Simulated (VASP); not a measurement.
Write the native input for VASP 6.6.1 that does the following.

| Quantity | Value |
| --- | --- |
| Task | relaxation of cell and atoms |
| Functional | r2SCAN |
| Potentials or basis | VASP PAW PBE potentials, release 64 (In_d, Sb) |
| Cutoff | 600 eV |
| k mesh | 12 × 12 × 12 |
| Occupations | fermi-dirac, width 0.15 eV |
| Spin | no spin polarisation |
| Dipole correction | no |
| Further INCAR settings | ALGO = Normal; EDIFF = 1e-07; IBRION = 2; EDIFFG = -0.001; NSW = 80; ISIF = 3 |

Crystal: InSb.

```
CELL_PARAMETERS angstrom
0.00000 3.27758 3.27758
3.27758 0.00000 3.27758
3.27758 3.27758 0.00000
ATOMIC_POSITIONS crystal
In 0.00000 0.00000 0.00000
Sb 0.25000 0.25000 0.25000
```

One way to write it, as run:

POSCAR

```
InSb
1.0
    0.0000000000      3.2775773628      3.2775773628
    3.2775773628      0.0000000000      3.2775773628
    3.2775773628      3.2775773628      0.0000000000
In Sb
1 1
Direct
    0.0000000000      0.0000000000      0.0000000000
    0.2500000000      0.2500000000      0.2500000000
```

INCAR.step1

```
SYSTEM = InSb
PREC     = Accurate       ! precision mode
ENCUT    = 600            ! plane-wave cutoff, eV
ISMEAR   = -1             ! smearing method
SIGMA    = 0.15           ! smearing width, eV
LREAL    = .FALSE.        ! projectors in reciprocal space
LASPH    = .TRUE.         ! aspherical terms in the spheres
NELM     = 80             ! most SCF steps
GGA      = PE             ! functional
ALGO     = Normal         ! electronic algorithm
EDIFF    = 1E-4           ! SCF threshold, eV
LWAVE    = .TRUE.         ! write WAVECAR
LCHARG   = .FALSE.        ! write CHGCAR
```

INCAR.step2

```
SYSTEM = InSb
PREC     = Accurate       ! precision mode
ENCUT    = 600            ! plane-wave cutoff, eV
EDIFF    = 1E-7           ! SCF threshold, eV
ISMEAR   = -1             ! smearing method
SIGMA    = 0.15           ! smearing width, eV
LREAL    = .FALSE.        ! projectors in reciprocal space
LASPH    = .TRUE.         ! aspherical terms in the spheres
NELM     = 80             ! most SCF steps
ALGO     = Normal         ! electronic algorithm
ISIF     = 3              ! what is computed and relaxed
LWAVE    = .FALSE.        ! write WAVECAR
LCHARG   = .FALSE.        ! write CHGCAR
METAGGA  = R2SCAN         ! meta-GGA
LMIXTAU  = .TRUE.       
IBRION   = 2              ! ionic algorithm
NSW      = 80             ! ionic steps
EDIFFG   = -0.001         ! ionic threshold
ISTART   = 1
```

KPOINTS

```
regular mesh
0
G
  12 12 12
  0 0 0
```

Potentials or basis: VASP PAW PBE potentials, release 64 (In_d, Sb).

Run with:

```console
$ cat potpaw_PBE.64/In_d/POTCAR potpaw_PBE.64/Sb/POTCAR > POTCAR
$ cp INCAR.step1 INCAR
$ mpirun -np 1 vasp_std > vasp.out
$ cp INCAR.step2 INCAR
$ mpirun -np 1 vasp_std > vasp.out
```

It gave:

```
Relaxed volume                         : 35.26 Å³/atom
Relaxed cell                           : a = 4.637 Å, b = 4.637 Å, c = 4.637 Å, α = 60.00°, β = 60.00°, γ = 60.00°
Space group after relaxing (to 0.05 Å) : F-43m (No. 216)
Energy gained by relaxing              : 0.0 meV/atom
Ionic steps                            : 4
Pressure after relaxing                : 0.0 GPa
```

Caveat: the PAW data sets were made with another functional, which shifts forces and pressure a little.

Run time: 18 min on 1 thread of Oxide Virtual Turin-like Processor (shared host), peak memory 0.29 GiB.
